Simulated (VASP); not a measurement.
# SiC (P6_3mc) in VASP: a series of runs

Aim: see how the results for SiC move with the level of theory and the settings. Levels: r2SCAN, PBE. Tasks: single point.

All numbers are computed with VASP 6.6.1; they aren't measurements. Logs are shortened: lines on timing, memory, paths and dates and some standing lists are left out, and cuts for length are marked.

## Step 1: The cell of the first run

The structure is hexagonal, space group P6_3mc (No. 186). The conventional cell has a = 3.078 Å, b = 3.078 Å, c = 10.077 Å, α = 90.00°, β = 90.00°, γ = 120.00°. Si (site symmetry 3m) has 4 C at 1.89 Å within 2.5 Å. Si (site symmetry 3m) has 4 C at 1.88 to 1.89 Å within 2.5 Å. C (site symmetry 3m) has 4 Si at 1.88 to 1.89 Å within 2.5 Å. Within 2.5 Å of C (site symmetry 3m) lie 4 Si at 1.89 Å.

## Step 2: Single point, r2SCAN

Contents of POSCAR:

```
SiC
1.0
    3.0775547717      0.0000000000      0.0000000000
   -1.5387773859      2.6652406138      0.0000000000
    0.0000000000      0.0000000000     10.0767209020
Si C
4 4
Direct
    0.6666666667      0.3333333333      0.9378415250
    0.3333333333      0.6666666667      0.4378415250
    0.0000000000      0.0000000000      0.6878903876
    0.0000000000      0.0000000000      0.1878903876
    0.6666666667      0.3333333333      0.7498007830
    0.3333333333      0.6666666667      0.2498007830
    0.0000000000      0.0000000000      0.5004663044
    0.0000000000      0.0000000000      0.0004663044
```

Contents of INCAR.step1:

```
  PREC = Accurate
  ENCUT = 520
  ISMEAR = 0
  SIGMA = 0.01
  LREAL = F
  LASPH = T
  NELM = 80
  NBANDS = 26
  GGA = PE
  ALGO = Normal
  EDIFF = 1E-4
  LWAVE = T
  LCHARG = F
```

Contents of INCAR.step2:

```
  PREC = Accurate
  ENCUT = 520
  EDIFF = 1E-6
  ISMEAR = 0
  SIGMA = 0.01
  LREAL = F
  LASPH = T
  NELM = 80
  ALGO = Normal
  ISIF = 2
  LWAVE = F
  LCHARG = F
  METAGGA = R2SCAN
  LMIXTAU = T
  NBANDS = 26
  ISTART = 1
```

Contents of KPOINTS:

```
Automatic mesh
0
Gamma
  9 9 2
```

Potentials or basis: VASP PAW PBE potentials, release 64 (Si, C).

Run with:

```sh
$ cat potpaw_PBE.64/Si/POTCAR potpaw_PBE.64/C/POTCAR > POTCAR
$ cp INCAR.step1 INCAR
$ mpirun -np 1 vasp_std > vasp.out
$ cp INCAR.step2 INCAR
$ mpirun -np 1 vasp_std > vasp.out
```

OUTCAR:

```text
PREC = Accurate
   ENCUT = 520
   EDIFF = 1E-6
   ISMEAR = 0
   LREAL = F
   LASPH = T
   NELM = 80
   ISIF = 2
   METAGGA = R2SCAN
   ISTART = 1

 ion  position               nearest neighbor table
   1  0.667  0.333  0.938-   8 1.89   8 1.89   8 1.89   5 1.89   3 3.08   3 3.08   3 3.08   4 3.08
                             4 3.08   4 3.08
   2  0.333  0.667  0.438-   7 1.89   7 1.89   7 1.89   6 1.89   4 3.08   4 3.08   4 3.08   3 3.08
                             3 3.08   3 3.08
   3  0.000  0.000  0.688-   5 1.88   5 1.88   5 1.88   7 1.89   1 3.08   1 3.08   1 3.08   2 3.08
                             2 3.08   2 3.08
   4  0.000  0.000  0.188-   6 1.88   6 1.88   6 1.88   8 1.89   2 3.08   2 3.08   2 3.08   1 3.08
                             1 3.08   1 3.08
   5  0.667  0.333  0.750-   3 1.88   3 1.88   3 1.88   1 1.89
   6  0.333  0.667  0.250-   4 1.88   4 1.88   4 1.88   2 1.89
   7  0.000  0.000  0.500-   2 1.89   2 1.89   2 1.89   3 1.89
   8  0.000  0.000  0.000-   1 1.89   1 1.89   1 1.89   4 1.89

  LATTYP: Found a hexagonal cell.
 ALAT       =     3.0775547717
 C/A-ratio  =     3.2742620845

  Lattice vectors:

 A1 = (   3.0775547717,   0.0000000000,   0.0000000000)
 A2 = (  -1.5387773859,   2.6652406138,   0.0000000000)
 A3 = (   0.0000000000,   0.0000000000,  10.0767209020)

Analysis of symmetry for initial positions (statically):
=====================================================================
 Subroutine PRICEL returns:
 Original cell was already a primitive cell.

 Routine SETGRP: Setting up the symmetry group for a
 hexagonal supercell.

 Subroutine GETGRP returns: Found 12 space group operations
 (whereof  6 operations were pure point group operations)
 out of a pool of 24 trial point group operations.

The static configuration has the point symmetry C_3v.
 The point group associated with its full space group is C_6v.

Analysis of symmetry for dynamics (positions and initial velocities):
=====================================================================
 Subroutine PRICEL returns:
 Original cell was already a primitive cell.

 Routine SETGRP: Setting up the symmetry group for a
 hexagonal supercell.

 Subroutine GETGRP returns: Found 12 space group operations
 (whereof  6 operations were pure point group operations)
 out of a pool of 24 trial point group operations.

The dynamic configuration has the point symmetry C_3v.
 The point group associated with its full space group is C_6v.

 Subroutine INISYM returns: Found 12 space group operations
 (whereof  6 operations are pure point group operations),
 and found     1 'primitive' translations

----------------------------------------------------------------------------------------

                                     Primitive cell

  volume of cell :      82.6535

  direct lattice vectors                    reciprocal lattice vectors
     3.077554772  0.000000000  0.000000000     0.324933291  0.187600323  0.000000000
    -1.538777386  2.665240614  0.000000000     0.000000000  0.375200646  0.000000000
     0.000000000  0.000000000 10.076720902     0.000000000  0.000000000  0.099238632

  length of vectors
     3.077554772  3.077554772 10.076720902     0.375200646  0.375200646  0.099238632

  position of ions in fractional coordinates (direct lattice)
     0.666666667  0.333333333  0.937841525
     0.333333333  0.666666667  0.437841525
     0.000000000  0.000000000  0.687890388
     0.000000000  0.000000000  0.187890388
     0.666666667  0.333333333  0.749800783
     0.333333333  0.666666667  0.249800783
     0.000000000  0.000000000  0.500466304
     0.000000000  0.000000000  0.000466304

  ion indices of the primitive-cell ions
   primitive index   ion index
                 1           1
                 2           2
                 3           3
                 4           4
                 5           5
                 6           6
                 7           7
                 8           8

----------------------------------------------------------------------------------------

 KPOINTS: Automatic mesh

Automatic generation of k-mesh.
 Grid dimensions read from file:
 generate k-points for:    9    9    2

 Generating k-lattice:

  Cartesian coordinates                     Fractional coordinates (reciprocal lattice)
     0.036103699  0.020844480  0.000000000     0.111111111  0.000000000  0.000000000
     0.000000000  0.041688961  0.000000000     0.000000000  0.111111111  0.000000000
     0.000000000  0.000000000  0.049619316     0.000000000  0.000000000  0.500000000

  Length of vectors
     0.041688961  0.041688961  0.049619316

  Shift w.r.t. Gamma in fractional coordinates (k-lattice)
     0.000000000  0.000000000  0.000000000

 Subroutine IBZKPT returns following result:
 ===========================================

 Found     24 irreducible k-points:

 Following reciprocal coordinates:
            Coordinates               Weight
  0.000000  0.000000  0.000000      1.000000
  0.111111  0.000000  0.000000      6.000000
  0.222222  0.000000  0.000000      6.000000
  0.333333 -0.000000  0.000000      6.000000
  0.444444  0.000000  0.000000      6.000000
  0.111111  0.111111  0.000000      6.000000
[... 16 lines left out ...]
  0.333333  0.222222  0.500000     12.000000
  0.333333  0.333333  0.500000      2.000000
   k-points           NKPTS =     24   k-points in BZ     NKDIM =     24   number of bands    NBANDS=     26
   number of dos      NEDOS =    301   number of ions     NIONS =      8
   total plane-waves  NPLWV =  46080
   dimension x,y,z NGX =    24 NGY =   24 NGZ =   80
   dimension x,y,z NGXF=    48 NGYF=   48 NGZF=  160
   ions per type =               4   4
   NGX,Y,Z   is equivalent  to a cutoff of  12.96, 12.96, 13.20 a.u.
   NGXF,Y,Z  is equivalent  to a cutoff of  25.93, 25.93, 26.40 a.u.
 SYSTEM =  unknown system
   PREC   = accura    normal or accurate (medium, high low for compatibility)
   ISTART =      1    job   : 0-new  1-cont  2-samecut
   ICHARG =      0    charge: 1-file 2-atom 10-const
   ISPIN  =      1    spin polarized calculation?
   LNONCOLLINEAR =      F non collinear calculations
   LSORBIT =      F    spin-orbit coupling
   LASPH  =      T    aspherical Exc in radial PAW
   ENCUT  =  520.0 eV  38.22 Ry    6.18 a.u.   5.72  5.72 18.74*2*pi/ulx,y,z
   NELM   =     80;   NELMIN=  2; NELMDL=  0     # of ELM steps
   EDIFF  = 0.1E-05   stopping-criterion for ELM
   LREAL  =      F    real-space projection
   EDIFFG = 0.1E-04   stopping-criterion for IOM
   NSW    =      0    number of steps for IOM
   IBRION =     -1    ionic relax: 0-MD 1-quasi-New 2-CG
   NFREE  =      0    steps in history (QN), initial steepest desc. (CG)
   ISIF   =      2    stress and relaxation
   ISYM   =      2    0-nonsym 1-usesym 2-fastsym
   POTIM  = 0.5000    time-step for ionic-motion
   TEBEG  =    0.0;   TEEND  =   0.0 temperature during run
   PSTRESS=    0.0 pullay stress
   NELECT =      32.0000    total number of electrons
   NUPDOWN=      -1.0000    fix difference up-down
   EMIN   =  10.00;   EMAX   =-10.00  energy-range for DOS
   EFERMI =   0.00;   METHOD = LEGACY
   ISMEAR =     0;   SIGMA  =   0.01  broadening in eV -4-tet -1-fermi 0-gaus
   EFERMI_NEDOS =   21; number of points for ismear=-14 and -15
   IALGO  =     38    algorithm
   IMIX   =      4    mixing-type and parameters
     AMIX     =   0.40;   BMIX     =  1.00
     AMIX_MAG =   1.60;   BMIX_MAG =  1.00
  volume/ion in A,a.u.               =      10.33        69.72
  Fermi-wavevector in a.u.,A,eV,Ry     =   1.193176  2.254775 19.370177  1.423668
  Thomas-Fermi vector in A             =   2.329196
   LORBIT       =      0    0 simple, 1 ext, 2 COOP (PROOUT), +10 PAW based schemes
   METAGGA = R2SCAN    functional components
   LHFCALC =     F    Hartree Fock is set to
   AEXX    =    0.0000 exact exchange contribution
   IVDW    =     0    specifies the selected vdW correction
   LEPSILON=     F    determine dielectric tensor
   LRPA    =     F    only Hartree local field effects (RPA)
 non-spin polarized calculation
 Gauss-broadening in eV      SIGMA  =   0.01
  energy-cutoff  :      520.00
  volume of cell :       82.65
 maximum number of plane-waves:      2246
 NGX is ok and might be reduce to    24
   NGX = 11   NGY = 11   NGZ = 37

 number of electron      32.0000000 magnetization

 Free energy of the ion-electron system (eV)
  ---------------------------------------------------
  ext. energy  EPLUGINS =         0.00000000
  ---------------------------------------------------
  free energy    TOTEN  =       -77.30685345 eV

  energy without entropy =      -77.30685345  energy(sigma->0) =      -77.30685345

 E-fermi :   8.1276     XC(G=0): -11.9370

 val. band max:        8.0689373778   @ k =   0.0000   0.0000   0.0000
 cond. band min:      10.7970689557   @ k =   0.4444   0.0000   0.0000
 fundamental gap:      2.7281315779
 Fermi energy:         8.1275663738

 k-point     1 :       0.0000    0.0000    0.0000
  band No.  band energies     occupation
      1      -8.2023      2.00000
      2      -6.9845      2.00000
      3      -6.9464      2.00000
      4      -4.5724      2.00000
      5      -0.8370      2.00000
      6       3.5005      2.00000
[... 18 lines left out ...]
     25      16.0307      0.00000
     26      16.6990      0.00000

 k-point     2 :       0.1111    0.0000    0.0000
  band No.  band energies     occupation
      1      -7.9804      2.00000
      2      -6.7707      2.00000
      3      -6.7316      2.00000
      4      -4.3881      2.00000
      5      -0.6337      2.00000
      6       3.5530      2.00000
[... 18 lines left out ...]
     25      16.3476      0.00000
[... 608 lines left out ...]
     25      18.0707      0.00000
     26      18.0707      0.00000

 k-point    24 :       0.3333    0.3333    0.5000
  band No.  band energies     occupation
      1      -3.5237      2.00000
      2      -3.5237      2.00000
      3      -3.4518      2.00000
      4      -3.4518      2.00000
      5       0.4597      2.00000
      6       0.4597      2.00000
[... 18 lines left out ...]
     25      19.1916      0.00000
     26      19.1916      0.00000

------------------------ aborting loop because EDIFF is reached ----------------------------------------

  FORCE on cell =-STRESS in cart. coord.  units (eV):
  Direction    XX          YY          ZZ          XY          YZ          ZX
  --------------------------------------------------------------------------------------
  -------------------------------------------------------------------------------------
  Total       -0.0941293     -0.0941293     -0.0935719      0.0000000      0.0000000      0.0000000
  in kB       -1.8246260     -1.8246260     -1.8138217      0.0000000      0.0000000      0.0000000
  external PRESSURE =      -1.8210246 kB  Pullay stress =       0.0000000 kB

 VOLUME and BASIS-vectors are now :
 -----------------------------------------------------------------------------
  energy-cutoff  :      520.00
  volume of cell :       82.65
      direct lattice vectors                 reciprocal lattice vectors
     3.077554772  0.000000000  0.000000000     0.324933291  0.187600323  0.000000000
    -1.538777386  2.665240614  0.000000000     0.000000000  0.375200646  0.000000000
     0.000000000  0.000000000 10.076720902     0.000000000  0.000000000  0.099238632

 POSITION                                       TOTAL-FORCE (eV/Angst)
 -----------------------------------------------------------------------------------
      1.53878      0.88841      9.45037        -0.000000      0.000000      0.001369
     -0.00000      1.77683      4.41201         0.000000     -0.000000      0.001369
      0.00000      0.00000      6.93168        -0.000000      0.000000     -0.001312
      0.00000      0.00000      1.89332         0.000000     -0.000000     -0.001312
      1.53878      0.88841      7.55553         0.000000     -0.000000      0.000010
     -0.00000      1.77683      2.51717        -0.000000      0.000000      0.000010
      0.00000      0.00000      5.04306         0.000000     -0.000000     -0.000067
      0.00000      0.00000      0.00470        -0.000000      0.000000     -0.000067
 -----------------------------------------------------------------------------------
    total drift:                                0.000000      0.000000     -0.000638

  FREE ENERGIE OF THE ION-ELECTRON SYSTEM (eV)
  ---------------------------------------------------
  free  energy   TOTEN  =       -77.3068534539 eV

  energy  without entropy=      -77.3068534539  energy(sigma->0) =      -77.30685345
```

Run time: 2.7 min. Hardware: 1 thread of Intel Xeon Platinum 8259CL at 2.50GHz (Skylake/Cascade Lake), shared host; peak memory 0.22 GiB.

Results:

- Free energy: -77.3069 eV
- Pressure: -0.2 GPa
- Band gap on the k mesh: 2.73 eV (least direct gap 3.87 eV)

Levels at points of the mesh, in eV from the valence-band top:
| k point | band 13 | band 14 | band 15 | band 16 | band 17 | band 18 | band 19 | band 20 |
| --- | --- | --- | --- | --- | --- | --- | --- | --- |
| (0.00, 0.00, 0.00) | -0.61 | -0.05 | 0.00 | 0.00 | 5.67 | 6.26 | 6.89 | 6.91 |
| (0.00, 0.00, 0.50) | -0.22 | -0.22 | -0.22 | -0.22 | 5.88 | 5.88 | 7.37 | 7.37 |

Caveat: the PAW data sets were made with another functional, which shifts forces and pressure a little.

## Step 3: Single point, r2SCAN (10.64 Å³/atom)

This run uses another cell than the first one, of 10.64 Å³/atom.

Edit POSCAR of step 2 so:

```diff
@@ -2,5 +2,5 @@
 1.0
-    3.0775547717      0.0000000000      0.0000000000
-   -1.5387773859      2.6652406138      0.0000000000
-    0.0000000000      0.0000000000     10.0767209020
+    3.1080275928      0.0000000000      0.0000000000
+   -1.5540137964      2.6916308511      0.0000000000
+    0.0000000000      0.0000000000     10.1764969048
 Si C
```

Contents of INCAR.step1:

```
PREC = Accurate ; ENCUT = 520
ISMEAR = 0 ; SIGMA = 0.01
LREAL = False ; LASPH = True
NELM = 80 ; NBANDS = 26
GGA = PE ; ALGO = Normal
EDIFF = 1E-4 ; LWAVE = True
LCHARG = False
```

Contents of INCAR.step2:

```
PREC = Accurate ; ENCUT = 520
EDIFF = 1E-7 ; ISMEAR = 0
SIGMA = 0.01 ; LREAL = False
LASPH = True ; NELM = 80
ALGO = Normal ; ISIF = 2
LWAVE = False ; LCHARG = False
METAGGA = R2SCAN ; LMIXTAU = True
NBANDS = 26 ; ISTART = 1
```

KPOINTS is that of step 2.

Potentials or basis: VASP PAW PBE potentials, release 64 (Si, C).

Run with:

```sh
$ cat potpaw_PBE.64/Si/POTCAR potpaw_PBE.64/C/POTCAR > POTCAR
$ cp INCAR.step1 INCAR
$ mpirun -np 1 vasp_std > vasp.out
$ cp INCAR.step2 INCAR
$ mpirun -np 1 vasp_std > vasp.out
```

It took 3 min on 1 thread of Intel Xeon Platinum 8259CL at 2.50GHz (Skylake/Cascade Lake), shared host; peak memory 0.22 GiB.

Results (log left out):

* Free energy: -77.2547 eV
* Pressure: -6.5 GPa
* Largest force: 0.011 eV/Å
* Band gap on the k mesh: 2.71 eV (least direct gap 3.84 eV)

Forces on the atoms (eV/Å):
```
Si   0.000  0.000  0.011
Si   0.000  0.000  0.011
Si   0.000  0.000 -0.006
Si   0.000  0.000 -0.006
C    0.000  0.000 -0.005
C    0.000  0.000 -0.005
C    0.000  0.000  0.000
C    0.000  0.000  0.000
```

Stress tensor (GPa, compression positive):
```
-6.54  0.00  0.00
 0.00 -6.54  0.00
 0.00  0.00 -6.45
```

Levels at points of the mesh, in eV from the valence-band top:
```tsv
k point	band 12	band 13	band 14	band 15	band 16	band 17	band 18	band 19	band 20	band 21
(0.00, 0.00, 0.00)	-0.61	-0.61	-0.05	0.00	0.00	5.39	5.98	6.53	6.62	7.31
(0.00, 0.00, 0.50)	-1.09	-0.22	-0.22	-0.22	-0.22	5.60	5.60	7.06	7.06	7.42
```

Caveat: the cell stands under tension; the PAW data sets were made with another functional, which shifts forces and pressure a little. A k mesh can miss the band edges.

## Step 4: Single point, r2SCAN (10.95 Å³/atom)

This run uses another cell than the first one, of 10.95 Å³/atom.

Edit POSCAR of step 3 so:

```diff
@@ -2,5 +2,5 @@
 1.0
-    3.1080275928      0.0000000000      0.0000000000
-   -1.5540137964      2.6916308511      0.0000000000
-    0.0000000000      0.0000000000     10.1764969048
+    3.1379143069      0.0000000000      0.0000000000
+   -1.5689571535      2.7175135047      0.0000000000
+    0.0000000000      0.0000000000     10.2743538396
 Si C
```

Contents of INCAR.step1:

```
SYSTEM = SiC
ALGO     = Normal         ! electronic algorithm
EDIFF    = 1E-4           ! SCF threshold, eV
ENCUT    = 520            ! plane-wave cutoff, eV
GGA      = PE             ! functional
ISMEAR   = 0              ! smearing method
LASPH    = .True.         ! aspherical terms in the spheres
LCHARG   = .False.        ! write CHGCAR
LREAL    = .False.        ! projectors in reciprocal space
LWAVE    = .True.         ! write WAVECAR
NBANDS   = 26             ! bands
NELM     = 100            ! most SCF steps
PREC     = Accurate       ! precision mode
SIGMA    = 0.01           ! smearing width, eV
```

Contents of INCAR.step2:

```
SYSTEM = SiC
ALGO     = Normal         ! electronic algorithm
EDIFF    = 1E-7           ! SCF threshold, eV
ENCUT    = 520            ! plane-wave cutoff, eV
ISIF     = 2              ! what is computed and relaxed
ISMEAR   = 0              ! smearing method
ISTART   = 1            
LASPH    = .True.         ! aspherical terms in the spheres
LCHARG   = .False.        ! write CHGCAR
LMIXTAU  = .True.       
LREAL    = .False.        ! projectors in reciprocal space
LWAVE    = .False.        ! write WAVECAR
METAGGA  = R2SCAN         ! meta-GGA
NBANDS   = 26             ! bands
NELM     = 100            ! most SCF steps
PREC     = Accurate       ! precision mode
SIGMA    = 0.01           ! smearing width, eV
```

Contents of KPOINTS:

```
k-points
0
Gamma
  9 9 2
  0 0 0
```

Run with:

```sh
$ cat potpaw_PBE.64/Si/POTCAR potpaw_PBE.64/C/POTCAR > POTCAR
$ cp INCAR.step1 INCAR
$ mpirun -np 1 vasp_std > vasp.out
$ cp INCAR.step2 INCAR
$ mpirun -np 1 vasp_std > vasp.out
```

Wall time 2.9 min (1 thread of Intel Xeon Platinum 8259CL at 2.50GHz (Skylake/Cascade Lake), shared host); peak memory 0.22 GiB.

It converged, with:

| Quantity | Value |
| --- | --- |
| Free energy | -77.1115 eV |
| Pressure | -12.0 GPa |
| Largest force | 0.020 eV/Å |
| Band gap on the k mesh | 2.68 eV (least direct gap 3.81 eV) |

Forces in eV/Å, atoms in the order of the input:
```
Si   0.000  0.000  0.020
Si   0.000  0.000  0.020
Si   0.000  0.000 -0.010
Si   0.000  0.000 -0.010
C    0.000  0.000 -0.010
C    0.000  0.000 -0.010
C    0.000  0.000  0.000
C    0.000  0.000  0.000
```

Stress tensor (GPa, compression positive):
```
-12.03   0.00   0.00
  0.00 -12.03   0.00
  0.00   0.00 -11.86
```

Levels at points of the mesh, in eV from the valence-band top:
```csv
k point,band 14,band 15,band 16,band 17,band 18,band 19
"(0.00, 0.00, 0.00)",-0.05,0.00,0.00,5.13,5.72,6.18
"(0.00, 0.00, 0.50)",-0.21,-0.21,-0.21,5.34,5.34,6.75
```

Caveat: the cell stands under tension; the PAW data sets were made with another functional, which shifts forces and pressure a little. A k mesh can miss the band edges.

[end of part 1 of 2]
